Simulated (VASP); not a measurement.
# K (R-3m) in VASP: single point with PBEsol

Aim: the single point of K with PBEsol.

All numbers are computed with VASP 6.6.1; they aren't measurements. Logs are shortened: lines on timing, memory, paths and dates and some standing lists are left out, and cuts for length are marked.

### Step 1. The cell of the first run

Symmetry: R-3m, No. 166, trigonal system. The conventional cell has a = 3.347 Å, b = 3.347 Å, c = 18.483 Å, α = 90.00°, β = 90.00°, γ = 120.00°. K (site symmetry -3m) has 6 K at 3.35 Å within 4.4 Å.

### Step 2. Single point, PBEsol

File INCAR:

```
SYSTEM = K
ALGO = Normal
EDIFF = 1E-7
ENCUT = 520
GGA = PS
ISIF = 2
ISMEAR = -1
LASPH = .True.
LCHARG = .True.
LELF = .True.
LREAL = .False.
LVHAR = .True.
LWAVE = .False.
NBANDS = 10
NELM = 60
PREC = Accurate
SIGMA = 0.3
```

File KPOINTS:

```
k-points
0
Gamma
  6 6 6
  0 0 0
```

File POSCAR:

```
K
1.0
    1.6737430000      0.9663360000      6.1610520000
   -1.6737430000      0.9663360000      6.1610520000
    0.0000000000     -1.9326720000      6.1610520000
K
1
Direct
    0.0000000000      0.0000000000      0.0000000000
```

Potentials or basis: VASP PAW PBE potentials, release 64 (K_sv).

The run is started by

```sh
$ cat potpaw_PBE.64/K_sv/POTCAR > POTCAR
$ mpirun -np 1 vasp_std > vasp.out
```

OUTCAR:

```text
SYSTEM = K
   EDIFF = 1E-7
   ENCUT = 520
   GGA = PS
   ISIF = 2
   ISMEAR = -1
   LASPH = .True.
   LREAL = .False.
   NELM = 60
   PREC = Accurate

 ion  position               nearest neighbor table
   1  0.000  0.000  0.000-

  LATTYP: Found a trigonal (rhomboedric) cell.
 ALAT       =     6.4570722965
 COS(alpha) =     0.8656194967

  Lattice vectors:

 A1 = (   1.6737430000,   0.9663360000,   6.1610520000)
 A2 = (  -1.6737430000,   0.9663360000,   6.1610520000)
 A3 = (   0.0000000000,  -1.9326720000,   6.1610520000)

Analysis of symmetry for initial positions (statically):
=====================================================================
 Subroutine PRICEL returns:
 Original cell was already a primitive cell.

 Routine SETGRP: Setting up the symmetry group for a
 trigonal (rhombohedral) supercell.

 Subroutine GETGRP returns: Found 12 space group operations
 (whereof 12 operations were pure point group operations)
 out of a pool of 12 trial point group operations.

The static configuration has the point symmetry D_3d.

Analysis of symmetry for dynamics (positions and initial velocities):
=====================================================================
 Subroutine PRICEL returns:
 Original cell was already a primitive cell.

 Routine SETGRP: Setting up the symmetry group for a
 trigonal (rhombohedral) supercell.

 Subroutine GETGRP returns: Found 12 space group operations
 (whereof 12 operations were pure point group operations)
 out of a pool of 12 trial point group operations.

The dynamic configuration has the point symmetry D_3d.

 Subroutine INISYM returns: Found 12 space group operations
 (whereof 12 operations are pure point group operations),
 and found     1 'primitive' translations

----------------------------------------------------------------------------------------

                                     Primitive cell

  volume of cell :      59.7892

  direct lattice vectors                    reciprocal lattice vectors
     1.673743000  0.966336000  6.161052000     0.298731645  0.172472791  0.054103314
    -1.673743000  0.966336000  6.161052000    -0.298731645  0.172472791  0.054103314
     0.000000000 -1.932672000  6.161052000     0.000000000 -0.344945581  0.054103314

  length of vectors
     6.457072296  6.457072296  6.457072309     0.349162753  0.349162753  0.349162745
[... 75 lines left out ...]
   LSORBIT =      F    spin-orbit coupling
   LASPH  =      T    aspherical Exc in radial PAW
   ENCUT  =  520.0 eV  38.22 Ry    6.18 a.u.  12.01 12.01 12.01*2*pi/ulx,y,z
   NELM   =     60;   NELMIN=  2; NELMDL= -5     # of ELM steps
   EDIFF  = 0.1E-06   stopping-criterion for ELM
   LREAL  =      F    real-space projection
   EDIFFG = 0.1E-05   stopping-criterion for IOM
   NSW    =      0    number of steps for IOM
   IBRION =     -1    ionic relax: 0-MD 1-quasi-New 2-CG
   NFREE  =      0    steps in history (QN), initial steepest desc. (CG)
   ISIF   =      2    stress and relaxation
   ISYM   =      2    0-nonsym 1-usesym 2-fastsym
   POTIM  = 0.5000    time-step for ionic-motion
   TEBEG  =    0.0;   TEEND  =   0.0 temperature during run
   PSTRESS=    0.0 pullay stress
   NELECT =       9.0000    total number of electrons
   NUPDOWN=      -1.0000    fix difference up-down
   EMIN   =  10.00;   EMAX   =-10.00  energy-range for DOS
   EFERMI =   0.00;   METHOD = LEGACY
   ISMEAR =    -1;   SIGMA  =   0.30  broadening in eV -4-tet -1-fermi 0-gaus
   EFERMI_NEDOS =   21; number of points for ismear=-14 and -15
   IALGO  =     38    algorithm
   IMIX   =      4    mixing-type and parameters
     AMIX     =   0.40;   BMIX     =  1.00
     AMIX_MAG =   1.60;   BMIX_MAG =  1.00
  volume/ion in A,a.u.               =      59.79       403.48
  Fermi-wavevector in a.u.,A,eV,Ry     =   0.870859  1.645685 10.318602  0.758396
  Thomas-Fermi vector in A             =   1.989885
   LORBIT       =      0    0 simple, 1 ext, 2 COOP (PROOUT), +10 PAW based schemes
   GGA     = PS    functional components
   LHFCALC =     F    Hartree Fock is set to
   AEXX    =    0.0000 exact exchange contribution
   IVDW    =     0    specifies the selected vdW correction
   LEPSILON=     F    determine dielectric tensor
   LRPA    =     F    only Hartree local field effects (RPA)
 non-spin polarized calculation
  energy-cutoff  :      520.00
  volume of cell :       59.79
 maximum number of plane-waves:      1632
   NGX = 23   NGY = 23   NGZ = 23

 number of electron       9.0000001 magnetization

 Free energy of the ion-electron system (eV)
  ---------------------------------------------------
  ext. energy  EPLUGINS =         0.00000000
  ---------------------------------------------------
  free energy    TOTEN  =        -0.31958702 eV

  energy without entropy =       -0.07173766  energy(sigma->0) =       -0.19566234

 E-fermi :   0.3544     XC(G=0):  -6.0709

 val. band max:        0.3472130098   @ k =  -0.3333   0.5000   0.3333
 cond. band min:       0.4903895652   @ k =   0.5000   0.5000   0.1667
 fundamental gap:      0.1431765554
 Fermi energy:         0.3544452371

 k-point     1 :       0.0000    0.0000    0.0000
  band No.  band energies     occupation
      1     -32.4415      2.00000
      2     -15.9183      2.00000
      3     -15.4944      2.00000
      4     -15.4944      2.00000
      5      -2.0997      1.99944
      6       1.2618      0.09267
      7       2.1314      0.00534
      8       4.9262      0.00000
      9       4.9262      0.00000
     10       7.0321      0.00000
[... 287 lines left out ...]
 k-point    24 :      -0.3333    0.5000    0.1667
  band No.  band energies     occupation
      1     -32.2734      2.00000
      2     -16.4192      2.00000
      3     -15.8750      2.00000
      4     -15.7240      2.00000
      5       1.5942      0.03158
      6       1.7958      0.01625
      7       2.8339      0.00051
      8       4.5653      0.00000
      9       4.9228      0.00000
     10       5.8440      0.00000

 [... further k-points ...]
[... 5 lines left out ...]
  --------------------------------------------------------------------------------------
  -------------------------------------------------------------------------------------
  Total        2.8423314      2.8423316     -0.5638093     -0.0000000      0.0000000     -0.0000000
  in kB       76.1661911     76.1661956    -15.1084446     -0.0000000      0.0000000     -0.0000000
  external PRESSURE =      45.7413140 kB  Pullay stress =       0.0000000 kB

 VOLUME and BASIS-vectors are now :
 -----------------------------------------------------------------------------
  energy-cutoff  :      520.00
  volume of cell :       59.79
      direct lattice vectors                 reciprocal lattice vectors
     1.673743000  0.966336000  6.161052000     0.298731645  0.172472791  0.054103314
    -1.673743000  0.966336000  6.161052000    -0.298731645  0.172472791  0.054103314
     0.000000000 -1.932672000  6.161052000     0.000000000 -0.344945581  0.054103314

 POSITION                                       TOTAL-FORCE (eV/Angst)
 -----------------------------------------------------------------------------------
      0.00000      0.00000      0.00000         0.000000      0.000000      0.000000
 -----------------------------------------------------------------------------------
    total drift:                                0.000000     -0.000000      0.000000

  FREE ENERGIE OF THE ION-ELECTRON SYSTEM (eV)
  ---------------------------------------------------
  free  energy   TOTEN  =        -0.3195870236 eV

  energy  without entropy=       -0.0717376617  energy(sigma->0) =       -0.19566234
```

stdout:

```text
POSCAR found type information on POSCAR K
 POSCAR found :  1 types and       1 ions
 scaLAPACK will be used
 -----------------------------------------------------------------------------
|                                                                             |
|                                                                             |
|     You enforced a specific xc type in the INCAR file but a different       |
|     I HOPE YOU KNOW WHAT YOU ARE DOING!                                     |
|                                                                             |
 -----------------------------------------------------------------------------

 LDA part: xc-table for (Slater+PW92), standard interpolation
 POSCAR, INCAR and KPOINTS ok, starting setup
 FFT: planning ... GRIDC
 FFT: planning ... GRID_SOFT
 FFT: planning ... GRID
 WAVECAR not read
 entering main loop
```

It took 69 s on 1 thread of Intel Xeon 8259CL, shared host; peak memory 0.3 GiB.

Results:

| Property | Result |
| --- | --- |
| Free energy | -0.3196 eV |
| Pressure | 4.6 GPa |
| Band gap on the k mesh | zero (an odd number of electrons rules out a gap without spin polarisation) |

Levels at points of the mesh, in eV from the Fermi level:
```
           k point  band 3  band 4  band 5  band 6  band 7  band 8
(0.00, 0.00, 0.00)  -15.85  -15.85   -2.45    0.91    1.78    4.57
(0.50, 0.00, 0.00)  -16.08  -16.08    0.64    1.63    2.48    3.69
(0.50, 0.50, 0.00)  -16.08  -16.08    0.69    1.40    2.79    4.29
(0.50, 0.50, 0.50)  -15.85  -15.85   -1.94   -0.55    2.80    4.57
```

Caveat: the k points lie up to 0.37 Å⁻¹ apart, too coarse for converged energies and pressures of a metal; so wide a smearing shifts energies and pressures; the PAW data sets were made with another functional, which shifts forces and pressure a little.
